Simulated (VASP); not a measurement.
## CsPbCl3: single point with PBEsol

CsPbCl3:

```
CELL_PARAMETERS angstrom
5.65897 0.00000 0.00000
0.00000 5.65897 0.00000
0.00000 0.00000 5.65897
ATOMIC_POSITIONS crystal
Cl 0.00000 0.50000 0.50000
Cl 0.50000 0.00000 0.50000
Cl 0.50000 0.50000 0.00000
Cs 0.00000 0.00000 0.00000
Pb 0.50000 0.50000 0.50000
```

- Program: VASP 6.6.1
- Task: single point
- Functional: PBEsol
- Potentials or basis: VASP PAW PBE potentials, release 64 (Cl, Cs_sv, Pb_d)
- Cutoff: 520 eV
- k mesh: 5 × 5 × 5
- Occupations: methfessel-paxton, width 0.0216 eV
- Spin: no spin polarisation
- Dipole correction: no
- Further INCAR settings: ALGO = Normal; EDIFF = 1e-06; NBANDS = 30

```
Pressure               : -0.6 GPa
Band gap on the k mesh : 2.92 eV
```

Levels at points of the mesh, in eV from the valence-band top:
```tsv
k point	band 20	band 21	band 22	band 23	band 24	band 25
(0.00, 0.00, 0.00)	-1.74	-1.74	-1.74	3.94	4.99	4.99
```

It took 74 s on 1 thread of Intel Xeon 8259CL (shared host), peak memory 0.28 GiB.

Caveat: the PAW data sets were made with another functional, which shifts forces and pressure a little; spin-orbit coupling is left out, which moves the levels of the heavy elements; an odd mesh through Γ misses points on the zone boundary, where band edges can lie.
